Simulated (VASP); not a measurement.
# H15C2NO6 in VASP: a series of runs

The runs below take H15C2NO6 through single point, molecular dynamics, with PBE+D3(BJ).

Everything below comes from runs of VASP 6.6.1. Logs are shortened: lines on timing, memory, paths and dates and some standing lists are left out, and cuts for length are marked.

## (1) The cell of the first run

The cell holds an amorphous packing of atoms, 24 atoms: a = 6.647 Å, b = 6.647 Å, c = 6.647 Å, α = 90.00°, β = 90.00°, γ = 90.00°.

## (2) Single point, PBE+D3(BJ)

Input file INCAR:

```
SYSTEM = H15C2NO6
ALGO = Normal
EDIFF = 1E-6
ENCUT = 520
GGA = PE
ISIF = 2
ISMEAR = -1
IVDW = 12
LASPH = .TRUE.
LCHARG = .FALSE.
LREAL = Auto
LWAVE = .FALSE.
NBANDS = 50
NELM = 100
PREC = Accurate
SIGMA = 0.05
```

Input file KPOINTS:

```
k-points
0
G
  1 1 1
  0 0 0
```

Input file POSCAR:

```
H15C2NO6
1.0
    6.6471370000      0.0000000000      0.0000000000
    0.0000000000      6.6471370000      0.0000000000
    0.0000000000      0.0000000000      6.6471370000
O H C N
6 15 2 1
Direct
    0.8594527238      0.0501268441      0.4679909561
    0.0556329740      0.5557881536      0.7540389193
    0.5262265544      0.8050984958      0.5960611313
    0.2566518488     -0.0923104188     -0.0047238382
    0.7295923042      0.2837763085      0.7690679461
    0.3386269908      0.2018763868      0.6466844297
    0.7170004169      0.0334279254      0.4645007317
    0.8865019632      0.1075801507      0.5984531385
   -0.0673071730      0.5373140346      0.6896502961
    0.0271996801      0.5234434013      0.9025690308
    0.4728201029      0.9201405056      0.6741398590
    0.4657644336      0.6936369748      0.6526418818
    0.1283259244     -0.0956201143      0.0548506823
    0.2189965394     -0.1488761252     -0.1341630239
    0.7693989157      0.2564261877      0.9100910663
    0.5933231104      0.2365529701      0.7626742160
    0.2900195979      0.3089901713      0.7339851729
    0.2969248264      0.2169956780      0.4985153759
    0.6178449459      0.6017327460     -0.0227767233
    0.5917434829      0.7672626576      0.1912853609
    0.7709484550      0.5769551613      0.2213735026
    0.6414641371      0.6146255147      0.1444080361
    0.4951906362      0.4609051987      0.2092329374
    0.3582444592      0.3628178568      0.2801055552
```

Potentials or basis: VASP PAW PBE potentials, release 64 (O, H, C, N).

Run with:

```console
> cat potpaw_PBE.64/O/POTCAR potpaw_PBE.64/H/POTCAR potpaw_PBE.64/C/POTCAR potpaw_PBE.64/N/POTCAR > POTCAR
> mpirun -np 1 vasp_gam > vasp.out
```

OUTCAR:

```text
SYSTEM = H15C2NO6
   EDIFF = 1E-6
   ENCUT = 520
   GGA = PE
   ISIF = 2
   ISMEAR = -1
   IVDW = 12
   LASPH = .TRUE.
   LREAL = Auto
   NELM = 100
   PREC = Accurate
 IVDW          = 12

 ion  position               nearest neighbor table
   1  0.859  0.050  0.468-   7 0.95   8 0.96
   2  0.056  0.556  0.754-   9 0.93  10 1.03
   3  0.526  0.805  0.596-  12 0.92  11 0.99
   4  0.257  0.908  0.995-  13 0.94  14 0.97
   5  0.730  0.284  0.769-  16 0.96  15 0.99
   6  0.339  0.202  0.647-  17 0.97  18 1.03
   7  0.717  0.033  0.465-   1 0.95
   8  0.887  0.108  0.598-   1 0.96
   9  0.933  0.537  0.690-   2 0.93
  10  0.027  0.523  0.903-   2 1.03
  11  0.473  0.920  0.674-   3 0.99
  12  0.466  0.694  0.653-   3 0.92
  13  0.128  0.904  0.055-   4 0.94
  14  0.219  0.851  0.866-   4 0.97
  15  0.769  0.256  0.910-   5 0.99
  16  0.593  0.237  0.763-   5 0.96
  17  0.290  0.309  0.734-   6 0.97
  18  0.297  0.217  0.499-   6 1.03
  19  0.618  0.602  0.977-  22 1.13
  20  0.592  0.767  0.191-  22 1.11
  21  0.771  0.577  0.221-  22 1.03
  22  0.641  0.615  0.144-  21 1.03  20 1.11  19 1.13  23 1.47
  23  0.495  0.461  0.209-  24 1.21  22 1.47
  24  0.358  0.363  0.280-  23 1.21

  LATTYP: Found a simple cubic cell.
 ALAT       =     6.6471370000

  Lattice vectors:

 A1 = (   6.6471370000,   0.0000000000,   0.0000000000)
 A2 = (   0.0000000000,   6.6471370000,   0.0000000000)
 A3 = (   0.0000000000,   0.0000000000,   6.6471370000)

Analysis of symmetry for initial positions (statically):
=====================================================================
 Subroutine PRICEL returns:
 Original cell was already a primitive cell.

 Routine SETGRP: Setting up the symmetry group for a
 simple cubic supercell.

 Subroutine GETGRP returns: Found  1 space group operations
 (whereof  1 operations were pure point group operations)
 out of a pool of 48 trial point group operations.

The static configuration has the point symmetry C_1 .

Analysis of symmetry for dynamics (positions and initial velocities):
=====================================================================
 Subroutine PRICEL returns:
 Original cell was already a primitive cell.

 Routine SETGRP: Setting up the symmetry group for a
 simple cubic supercell.

[... 124 lines left out ...]
   EDIFF  = 0.1E-05   stopping-criterion for ELM
   LREAL  =      T    real-space projection
   EDIFFG = 0.1E-04   stopping-criterion for IOM
   NSW    =      0    number of steps for IOM
   IBRION =     -1    ionic relax: 0-MD 1-quasi-New 2-CG
   NFREE  =      0    steps in history (QN), initial steepest desc. (CG)
   ISIF   =      2    stress and relaxation
   ISYM   =      2    0-nonsym 1-usesym 2-fastsym
   POTIM  = 0.5000    time-step for ionic-motion
   TEBEG  =    0.0;   TEEND  =   0.0 temperature during run
   PSTRESS=    0.0 pullay stress
   NELECT =      64.0000    total number of electrons
   NUPDOWN=      -1.0000    fix difference up-down
   EMIN   =  10.00;   EMAX   =-10.00  energy-range for DOS
   EFERMI =   0.00;   METHOD = LEGACY
   ISMEAR =    -1;   SIGMA  =   0.05  broadening in eV -4-tet -1-fermi 0-gaus
   EFERMI_NEDOS =   21; number of points for ismear=-14 and -15
   IALGO  =     38    algorithm
   IMIX   =      4    mixing-type and parameters
     AMIX     =   0.40;   BMIX     =  1.00
     AMIX_MAG =   1.60;   BMIX_MAG =  1.00
  volume/ion in A,a.u.               =      12.24        82.58
  Fermi-wavevector in a.u.,A,eV,Ry     =   0.985145  1.861654 13.204601  0.970511
  Thomas-Fermi vector in A             =   2.116430
   LORBIT       =      0    0 simple, 1 ext, 2 COOP (PROOUT), +10 PAW based schemes
   GGA     = PE    functional components
   LHFCALC =     F    Hartree Fock is set to
   AEXX    =    0.0000 exact exchange contribution
   IVDW    =    12    specifies the selected vdW correction
   LEPSILON=     F    determine dielectric tensor
   LRPA    =     F    only Hartree local field effects (RPA)
 non-spin polarized calculation
  energy-cutoff  :      520.00
  volume of cell :      293.70
 maximum number of plane-waves:      3941
 NGX is ok and might be reduce to    50
   NGX = 25   NGY = 25   NGZ = 25

 number of electron      64.0000013 magnetization

 Free energy of the ion-electron system (eV)
  ---------------------------------------------------
  ext. energy  EPLUGINS =         0.00000000
  ---------------------------------------------------
  free energy    TOTEN  =      -122.40991193 eV

  energy without entropy =     -122.40991193  energy(sigma->0) =     -122.40991193

 E-fermi :  -2.1913     XC(G=0):  -6.3130

 val. band max:       -3.4211869391   @ k =   0.0000   0.0000   0.0000
 cond. band min:       0.4503529697   @ k =   0.0000   0.0000   0.0000
 fundamental gap:      3.8715399088
 Fermi energy:        -2.1912985160

 k-point     1 :       0.0000    0.0000    0.0000
  band No.  band energies     occupation
      1     -22.9904      2.00000
      2     -22.6922      2.00000
      3     -22.5789      2.00000
      4     -22.4653      2.00000
      5     -21.8452      2.00000
      6     -21.5418      2.00000
[... 36 lines left out ...]
     43       5.3755      0.00000
     44       5.8264      0.00000
 [bands above 44 left out]

------------------------ aborting loop because EDIFF is reached ----------------------------------------

 Edisp (eV)   -0.78801

 E8    (eV) :    -0.1686

  FORCE on cell =-STRESS in cart. coord.  units (eV):
  Direction    XX          YY          ZZ          XY          YZ          ZX
  --------------------------------------------------------------------------------------
  -------------------------------------------------------------------------------------
  Total       4.27603    -1.20139    -3.42192    -0.86129     0.94979    -0.02828
  in kB      23.32636    -6.55378   -18.66706    -4.69846     5.18124    -0.15425
  external pressure =       -0.63 kB  Pullay stress =        0.00 kB

 VOLUME and BASIS-vectors are now :
 -----------------------------------------------------------------------------
  energy-cutoff  :      520.00
  volume of cell :      293.70
      direct lattice vectors                 reciprocal lattice vectors
     6.647137000  0.000000000  0.000000000     0.150440709  0.000000000  0.000000000
     0.000000000  6.647137000  0.000000000     0.000000000  0.150440709  0.000000000
     0.000000000  0.000000000  6.647137000     0.000000000  0.000000000  0.150440709

 POSITION                                       TOTAL-FORCE (eV/Angst)
 -----------------------------------------------------------------------------------
      5.71290      0.33320      3.11080         1.258341     -0.229431     -1.118305
      0.36980      3.69440      5.01220         2.300482      0.077688      3.519080
      3.49790      5.35160      3.96210         0.978770      2.644928     -0.550929
      1.70600      6.03354      6.61574         1.138953     -0.218990     -0.799932
      4.84970      1.88630      5.11210         1.327723      0.386473      1.659377
      2.25090      1.34190      4.29860         0.149539     -0.854172     -0.683689
[... 16 lines left out ...]
      3.29160      3.06370      1.39080        -4.022252     -1.275708      2.644435
      2.38130      2.41170      1.86190         3.720149      2.249189     -2.424662
 -----------------------------------------------------------------------------------
    total drift:                               -0.012450     -0.004423      0.005091

  FREE ENERGIE OF THE ION-ELECTRON SYSTEM (eV)
  ---------------------------------------------------
  free  energy   TOTEN  =      -123.1979267502 eV

  energy  without entropy=     -123.1979267501  energy(sigma->0) =     -123.19792675
```

OSZICAR:

```text
N       E                     dE             d eps       ncg     rms          rms(c)
DAV:   1     0.465638852838E+03    0.46564E+03   -0.33951E+04   100   0.116E+03
DAV:   2    -0.890036880571E+02   -0.55464E+03   -0.51906E+03   126   0.282E+02
DAV:   3    -0.135498860074E+03   -0.46495E+02   -0.46183E+02   128   0.864E+01
DAV:   4    -0.136201348255E+03   -0.70249E+00   -0.70126E+00   120   0.122E+01
DAV:   5    -0.136212546080E+03   -0.11198E-01   -0.11190E-01   136   0.145E+00    0.218E+01
DAV:   6    -0.123386731911E+03    0.12826E+02   -0.38207E+01   120   0.260E+01    0.922E+00
DAV:   7    -0.122689771002E+03    0.69696E+00   -0.15755E+00   120   0.586E+00    0.562E+00
DAV:   8    -0.122429584294E+03    0.26019E+00   -0.42923E-01   128   0.348E+00    0.195E+00
DAV:   9    -0.122405144733E+03    0.24440E-01   -0.99785E-02   120   0.162E+00    0.476E-01
DAV:  10    -0.122407441665E+03   -0.22969E-02   -0.20321E-02   120   0.742E-01    0.272E-01
DAV:  11    -0.122409439326E+03   -0.19977E-02   -0.53032E-03   120   0.361E-01    0.137E-01
DAV:  12    -0.122409835161E+03   -0.39583E-03   -0.89638E-04   120   0.175E-01    0.560E-02
DAV:  13    -0.122409910128E+03   -0.74967E-04   -0.28174E-04   104   0.105E-01    0.224E-02
DAV:  14    -0.122409913162E+03   -0.30342E-05   -0.50803E-05   128   0.382E-02    0.135E-02
DAV:  15    -0.122409912108E+03    0.10543E-05   -0.11519E-05   120   0.175E-02    0.475E-03
DAV:  16    -0.122409911930E+03    0.17738E-06   -0.21837E-06   112   0.899E-03
   1 F= -.12319793E+03 E0= -.12319793E+03  d E =-.531539E-10
```

It took 38 s on 1 thread of Intel Xeon Platinum 8259CL at 2.50GHz (Skylake/Cascade Lake), shared host; peak memory 0.33 GiB.

Results:

```yaml
Free_energy: -123.1979 eV
Pressure: -0.1 GPa
Largest_force: 4.980 eV/Å
Band_gap_on_the_k_mesh: 3.87 eV
Dispersion_energy_per_atom: -0.033 eV
```

Forces in eV/Å, atoms in the order of the input:
```
O    1.258 -0.229 -1.118
O    2.300  0.078  3.519
O    0.979  2.645 -0.551
O    1.139 -0.219 -0.800
O    1.328  0.386  1.659
O    0.150 -0.854 -0.684
H   -0.803 -0.257  0.103
H   -0.146  0.298  0.309
H   -2.268 -0.458 -1.102
H    0.340  0.497 -2.212
H    0.045 -0.254 -0.475
H   -1.329 -2.409  0.940
H   -1.489  0.249  1.440
H    0.215 -0.096 -0.519
H   -0.144  0.115 -0.730
H   -1.321 -0.362 -0.593
H   -0.670  0.085 -0.738
H    0.433  0.608  1.768
H    1.409  0.351  0.580
H   -0.151 -0.496  0.042
H    2.735 -0.412  0.375
C   -3.708 -0.240 -1.433
C   -4.022 -1.276  2.644
N    3.720  2.249 -2.425
```

Caveat: the k points lie up to 0.95 Å⁻¹ apart.

## (3) Molecular dynamics, PBE+D3(BJ)

Input file INCAR:

```
SYSTEM = H15C2NO6
PREC = Accurate
ENCUT = 520
EDIFF = 1E-5
ISMEAR = -1
SIGMA = 0.05
LREAL = Auto
LASPH = .TRUE.
NELM = 60
ALGO = Normal
ISIF = 2
LWAVE = .FALSE.
LCHARG = .FALSE.
GGA = PE
IVDW = 12
NBANDS = 50
IBRION = 0
NSW = 40
POTIM = 0.5
TEBEG = 700.0
TEEND = 700.0
ISYM = 0
NELMIN = 4
RANDOM_SEED = 219610 0 0
MDALGO = 3
LANGEVIN_GAMMA = 20 20 20 20
```

Input file KPOINTS:

```
Automatic mesh
0
G
  1 1 1
  0 0 0
```

Input file POSCAR:

```
H15C2NO6
1.0
    6.6471370000      0.0000000000      0.0000000000
    0.0000000000      6.6471370000      0.0000000000
    0.0000000000      0.0000000000      6.6471370000
O H C N
6 15 2 1
Direct
    0.9882588900      0.4379043600      0.3763753300
    0.1238459400      0.5608524900      0.7902137900
    0.4923422100      0.6846441500      0.6169187600
    0.2068392200      0.0637265600      0.2414539000
    0.8030228000      0.0974494000      0.7627895800
    0.4097855500      0.1966992900      0.5927433800
    1.0986641100      0.4538413300      0.2804874500
    0.9902141800      0.2930869900      0.4008663300
    0.0384763700      0.5687916200      0.6667483100
    0.1736820500      0.4191801300      0.7829752800
    0.5197950700      0.8286642900      0.6313228200
    0.3629884800      0.6650042500      0.6869832600
    0.2990567600      0.1487867400      0.1604873200
    0.2041449500     -0.0661775500      0.1746336500
    0.8134665200      0.1662961400      0.8912537300
    0.6706724500      0.1388939700      0.7119350700
    0.4558646600      0.3217558600      0.5322484600
    0.3409152100      0.1267527600      0.4808586700
    0.7440989900      0.7152788600      0.2563599400
    0.8224889300      0.6610850100      0.0034979800
    0.6056537000      0.8130529900      0.0437320400
    0.6922832300      0.6846624800      0.1027467500
    0.5687517300      0.5058300500      0.1042186700
    0.4692232800      0.3621341500      0.1053727400
```

Potentials or basis: VASP PAW PBE potentials, release 64 (O, H, C, N).

Run with:

```console
> cat potpaw_PBE.64/O/POTCAR potpaw_PBE.64/H/POTCAR potpaw_PBE.64/C/POTCAR potpaw_PBE.64/N/POTCAR > POTCAR
> mpirun -np 1 vasp_gam > vasp.out
```

It took 9.4 min on 1 thread of Intel Xeon Platinum 8259CL at 2.50GHz (Skylake/Cascade Lake), shared host; peak memory 0.38 GiB.

It converged, with:

```
Dispersion energy per atom : -0.033 eV
```

Caveat: the k points lie up to 0.95 Å⁻¹ apart.

[end of part 1 of 2]
